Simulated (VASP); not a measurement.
# Zn (P6_3/mmc) in VASP: elastic constants with LDA

Aim: the elastic constants of Zn with LDA.

All numbers are computed with VASP 6.6.1; they aren't measurements. Logs are shortened: lines on timing, memory, paths and dates and some standing lists are left out, and cuts for length are marked.

### 1 The cell of the first run

The structure is hexagonal, space group P6_3/mmc (No. 194). The conventional cell has a = 2.576 Å, b = 2.576 Å, c = 4.506 Å, α = 90.00°, β = 90.00°, γ = 120.00°. Zn (site symmetry -6m2) has 12 Zn at 2.58 to 2.70 Å within 3.4 Å.

### 2 Elastic constants, LDA

Input file INCAR:

```
SYSTEM = Zn
ALGO     = Normal         ! electronic algorithm
EDIFF    = 1E-8           ! SCF threshold, eV
ENCUT    = 600            ! plane-wave cutoff, eV
IBRION   = 6              ! ionic algorithm
ISIF     = 3              ! what is computed and relaxed
ISMEAR   = -1             ! smearing method
KPAR     = 4            
LASPH    = .TRUE.         ! aspherical terms in the spheres
LCHARG   = .FALSE.        ! write CHGCAR
LREAL    = .FALSE.        ! projectors in reciprocal space
LWAVE    = .FALSE.        ! write WAVECAR
NBANDS   = 19             ! bands
NELM     = 80             ! most SCF steps
NFREE    = 2            
NSW      = 1              ! ionic steps
POTIM    = 0.015          ! step
PREC     = Accurate       ! precision mode
SIGMA    = 0.05           ! smearing width, eV
```

Input file KPOINTS:

```
k-points
0
G
  20 20 10
  0 0 0
```

Input file POSCAR:

```
Zn
1.0
    2.5757075675      0.0000000000      0.0000000000
   -1.2878537838      2.2306281862      0.0000000000
    0.0000000000      0.0000000000      4.5055033858
Zn
2
Direct
    0.3333333333      0.6666666667      0.2500000000
    0.6666666667      0.3333333333      0.7500000000
```

Potentials or basis: VASP PAW LDA potentials, release 64 (Zn).

Run with:

```
> cat potpaw_LDA.64/Zn/POTCAR > POTCAR
> mpirun -np 4 vasp_std > vasp.out
```

OUTCAR:

```text
SYSTEM = Zn
   EDIFF = 1E-8
   ENCUT = 600
   IBRION = 6
   ISIF = 3
   ISMEAR = -1
   LASPH = .TRUE.
   LREAL = .FALSE.
   NELM = 80
   NFREE = 2
   NSW = 1
   POTIM = 0.015
   PREC = Accurate

 ion  position               nearest neighbor table
   1  0.333  0.667  0.250-   2 2.70   2 2.70   2 2.70   2 2.70   2 2.70   2 2.70
   2  0.667  0.333  0.750-   1 2.70   1 2.70   1 2.70   1 2.70   1 2.70   1 2.70

  LATTYP: Found a hexagonal cell.
 ALAT       =     2.5757075675
 C/A-ratio  =     1.7492293934

  Lattice vectors:

 A1 = (   2.5757075675,   0.0000000000,   0.0000000000)
 A2 = (  -1.2878537838,   2.2306281862,   0.0000000000)
 A3 = (   0.0000000000,   0.0000000000,   4.5055033858)

Analysis of symmetry for initial positions (statically):
=====================================================================
 Subroutine PRICEL returns:
 Original cell was already a primitive cell.

 Routine SETGRP: Setting up the symmetry group for a
 hexagonal supercell.

 Subroutine GETGRP returns: Found 24 space group operations
 (whereof 12 operations were pure point group operations)
 out of a pool of 24 trial point group operations.

The static configuration has the point symmetry D_3d.
 The point group associated with its full space group is D_6h.

Analysis of symmetry for dynamics (positions and initial velocities):
=====================================================================
 Subroutine PRICEL returns:
 Original cell was already a primitive cell.

 Routine SETGRP: Setting up the symmetry group for a
 hexagonal supercell.

 Subroutine GETGRP returns: Found 24 space group operations
 (whereof 12 operations were pure point group operations)
 out of a pool of 24 trial point group operations.

The dynamic configuration has the point symmetry D_3d.
 The point group associated with its full space group is D_6h.

 Subroutine INISYM returns: Found 24 space group operations
 (whereof 12 operations are pure point group operations),
 and found     1 'primitive' translations

----------------------------------------------------------------------------------------

                                     Primitive cell

  volume of cell :      25.8861

  direct lattice vectors                    reciprocal lattice vectors
     2.575707567  0.000000000  0.000000000     0.388242832  0.224152103  0.000000000
    -1.287853784  2.230628186  0.000000000     0.000000000  0.448304207  0.000000000
     0.000000000  0.000000000  4.505503386     0.000000000  0.000000000  0.221950782

  length of vectors
     2.575707567  2.575707568  4.505503386     0.448304207  0.448304207  0.221950782

  position of ions in fractional coordinates (direct lattice)
     0.333333333  0.666666667  0.250000000
     0.666666667  0.333333333  0.750000000

  ion indices of the primitive-cell ions
   primitive index   ion index
                 1           1
                 2           2

----------------------------------------------------------------------------------------

 KPOINTS: k-points

Automatic generation of k-mesh.
 Grid dimensions read from file:
 generate k-points for:   20   20   10

 Generating k-lattice:

  Cartesian coordinates                     Fractional coordinates (reciprocal lattice)
     0.019412142  0.011207605  0.000000000     0.050000000  0.000000000  0.000000000
     0.000000000  0.022415210  0.000000000     0.000000000  0.050000000  0.000000000
     0.000000000  0.000000000  0.022195078     0.000000000  0.000000000  0.100000000

  Length of vectors
     0.022415210  0.022415210  0.022195078

  Shift w.r.t. Gamma in fractional coordinates (k-lattice)
     0.000000000  0.000000000  0.000000000

 Subroutine IBZKPT returns following result:
 ===========================================

 Found    264 irreducible k-points:
[... 67 lines left out ...]
  volume/ion in A,a.u.               =      12.94        87.34
  Fermi-wavevector in a.u.,A,eV,Ry     =   1.596331  3.016628 34.671345  2.548272
  Thomas-Fermi vector in A             =   2.694110
   LORBIT       =      0    0 simple, 1 ext, 2 COOP (PROOUT), +10 PAW based schemes
   GGA     = CA    functional components
   LHFCALC =     F    Hartree Fock is set to
   AEXX    =    0.0000 exact exchange contribution
   IVDW    =     0    specifies the selected vdW correction
   LEPSILON=     F    determine dielectric tensor
   LRPA    =     F    only Hartree local field effects (RPA)
 finite differences with symmetry
 non-spin polarized calculation
  energy-cutoff  :      600.00
  volume of cell :       25.89
 maximum number of plane-waves:       882
 NGX is ok and might be reduce to    24
   NGX = 11   NGY = 11   NGZ = 17

--------------------------------------- Ionic step        1  -------------------------------------------

 number of electron      24.0000015 magnetization

 Free energy of the ion-electron system (eV)
  ---------------------------------------------------
  ext. energy  EPLUGINS =         0.00000000
  ---------------------------------------------------
  free energy    TOTEN  =        -3.73699116 eV

  energy without entropy =       -3.73436921  energy(sigma->0) =       -3.73568019

------------------------ aborting loop because EDIFF is reached ----------------------------------------

  FORCE on cell =-STRESS in cart. coord.  units (eV):
  Direction    XX          YY          ZZ          XY          YZ          ZX
  --------------------------------------------------------------------------------------
  -------------------------------------------------------------------------------------
  Total        0.7916145      0.7916145      0.7439529     -0.0000000      0.0000000      0.0000000
  in kB       48.9956175     48.9956175     46.0456854     -0.0000000      0.0000000      0.0000000
  external PRESSURE =      48.0123068 kB  Pullay stress =       0.0000000 kB
[... 89 lines left out ...]
  FREE ENERGIE OF THE ION-ELECTRON SYSTEM (eV)
  ---------------------------------------------------
  free  energy   TOTEN  =        -3.7201881559 eV

  energy  without entropy=       -3.7175776283  energy(sigma->0) =       -3.71888289

[... ionic steps 4 to 14 ...]

--------------------------------------- Ionic step       15  -------------------------------------------

 number of electron      24.0000016 magnetization

------------------------ aborting loop because EDIFF is reached ----------------------------------------
[... 67 lines left out ...]
--------------------------------------- Ionic step       17  -------------------------------------------

 number of electron      24.0000009 magnetization

 Free energy of the ion-electron system (eV)
  ---------------------------------------------------
  ext. energy  EPLUGINS =         0.00000000
  ---------------------------------------------------
  free energy    TOTEN  =        -3.73644307 eV

  energy without entropy =       -3.73382005  energy(sigma->0) =       -3.73513156

 E-fermi :   4.2088     XC(G=0): -12.7802

 val. band max:        4.2013558951   @ k =   0.3500   0.3000   0.4000
 cond. band min:       4.2924606437   @ k =   0.3500   0.3000   0.4000
 fundamental gap:      0.0911047486
 Fermi energy:         4.2087984380

 k-point     1 :       0.0000    0.0000    0.0000
  band No.  band energies     occupation
      1      -7.6178      2.00000
      2      -5.2243      2.00000
      3      -4.2615      2.00000
      4      -4.0621      2.00000
      5      -4.0621      2.00000
      6      -3.9717      2.00000
[... 505 lines left out ...]
      6      -3.9955      2.00000
[... 11 lines left out ...]
     18      20.4134      0.00000
     19      20.9492      0.00000

 [... further k-points ...]

------------------------ aborting loop because EDIFF is reached ----------------------------------------

  FORCE on cell =-STRESS in cart. coord.  units (eV):
  Direction    XX          YY          ZZ          XY          YZ          ZX
  --------------------------------------------------------------------------------------
  -------------------------------------------------------------------------------------
  Total        0.7842106      0.7842106      0.7387149     -0.0000000      0.0000000      0.0000000
  in kB       48.5373703     48.5373703     45.7214918     -0.0000000      0.0000000      0.0000000
  external PRESSURE =      47.5987441 kB  Pullay stress =       0.0000000 kB
[... 17 lines left out ...]
  FREE ENERGIE OF THE ION-ELECTRON SYSTEM (eV)
  ---------------------------------------------------
  free  energy   TOTEN  =        -3.7364430742 eV

  energy  without entropy=       -3.7338200482  energy(sigma->0) =       -3.73513156

 INTERNAL STRAIN TENSORS FROM STRAINED CELLS
 ============================================

 INTERNAL STRAIN TENSOR FOR ION    1 for displacements in x,y,z  (eV/Angst):
          X           Y           Z          XY          YZ          ZX
  --------------------------------------------------------------------------------
  x    -0.00000     0.00000    -0.00000     0.09035     0.00000     0.00000
  y     0.10041    -0.12665     0.00000     0.00006    -0.00006    -0.00011
  z    -0.00000    -0.00000     0.00000    -0.00000     0.00222     0.00000

 INTERNAL STRAIN TENSORS FROM DISPLACED ATOMS
 ============================================

 INTERNAL STRAIN TENSOR FOR ION    1 for displacements in x,y,z  (eV/Angst):
          X           Y           Z          XY          YZ          ZX
  --------------------------------------------------------------------------------
  x    -0.00000     0.00000     0.00000     0.07444     0.00000     0.00000
  y     0.07444    -0.07444     0.00000     0.00000     0.00000     0.00000
  z    -0.00000    -0.00000    -0.00000     0.00000     0.00000     0.00000

 INTERNAL STRAIN TENSOR FOR ION    2 for displacements in x,y,z  (eV/Angst):
          X           Y           Z          XY          YZ          ZX
  --------------------------------------------------------------------------------
  x     0.00000    -0.00000     0.00000    -0.07444     0.00000     0.00000
  y    -0.07444     0.07444     0.00000    -0.00000     0.00000     0.00000
  z     0.00000     0.00000     0.00000     0.00000     0.00000     0.00000

 Eigenvectors and eigenvalues of the dynamical matrix
 ----------------------------------------------------

   1 f  =    6.011298 THz    37.770102 2PiTHz  200.515330 cm-1    24.860721 meV
             X         Y         Z           dx          dy          dz
     -0.000000  1.487085  1.126376     0.000000    0.000000    0.707107
      1.287854  0.743543  3.379128    -0.000000    0.000000   -0.707107
[... 16 lines left out ...]
   5 f  =    0.000000 THz     0.000000 2PiTHz    0.000000 cm-1     0.000000 meV
             X         Y         Z           dx          dy          dz
     -0.000000  1.487085  1.126376     0.000000    0.000000    0.707107
      1.287854  0.743543  3.379128    -0.000000    0.000000    0.707107

   6 f/i=    0.000000 THz     0.000000 2PiTHz    0.000000 cm-1     0.000000 meV
             X         Y         Z           dx          dy          dz
     -0.000000  1.487085  1.126376    -0.528684   -0.469567    0.000000
      1.287854  0.743543  3.379128    -0.528684   -0.469567    0.000000

--------------------------------------------------------------------------------------------------------

 ELASTIC MODULI CONTR FROM IONIC RELAXATION (kBar)
 Direction    XX          YY          ZZ          XY          YZ          ZX
 --------------------------------------------------------------------------------
 XX          -0.3164      0.3164     -0.0000      0.0000      0.0000      0.0000
 YY           0.3164     -0.3164     -0.0000      0.0000      0.0000      0.0000
 ZZ          -0.0000     -0.0000     -0.0000     -0.0000      0.0000      0.0000
 XY           0.0000      0.0000      0.0000     -0.3164      0.0000      0.0000
 YZ           0.0000      0.0000      0.0000      0.0000      0.0000      0.0000
 ZX           0.0000      0.0000      0.0000      0.0000      0.0000      0.0000
 --------------------------------------------------------------------------------

 TOTAL ELASTIC MODULI (kBar)
 Direction    XX          YY          ZZ          XY          YZ          ZX
 --------------------------------------------------------------------------------
 XX        2592.4748    654.6022    797.1455     -0.0000      0.0000      0.0000
 YY         654.6022   2592.4748    797.1455     -0.0000      0.0000      0.0000
 ZZ         797.1455    797.1455   1575.5320     -0.0000      0.0000      0.0000
 XY          -0.0000     -0.0000     -0.0000    968.9363      0.0000     -0.0000
 YZ           0.0000      0.0000      0.0000      0.0000    543.3415     -0.0000
 ZX           0.0000     -0.0000      0.0000      0.0000     -0.0000    543.3416
 --------------------------------------------------------------------------------
```

Run time: 19 min. Hardware: 4 MPI ranks of Oxide Virtual Turin-like, shared host; peak memory 0.99 GiB.

What came out:

| Item | Value |
| --- | --- |
| Voigt bulk modulus | 125 GPa |
| Highest phonon frequency at Γ | 201 cm⁻¹ |

Phonon frequencies in cm⁻¹ (negative: imaginary):
| q point | frequencies |
| --- | --- |
| (0.000, 0.000, 0.000) | 0 0 0 95 95 201 |

Elastic tensor in Voigt notation (GPa, in the Cartesian axes of the cell as first typed):
```
259  65  80   0   0   0
 65 259  80   0   0   0
 80  80 158   0   0   0
  0   0   0  54   0   0
  0   0   0   0  54   0
  0   0   0   0   0  97
```

Clamped-ion elastic tensor (GPa):
```
259  65  80   0   0   0
 65 259  80   0   0   0
 80  80 158   0   0   0
  0   0   0  54   0   0
  0   0   0   0  54   0
  0   0   0   0   0  97
```

Caveat: the cell is under stress, which shifts elastic constants.
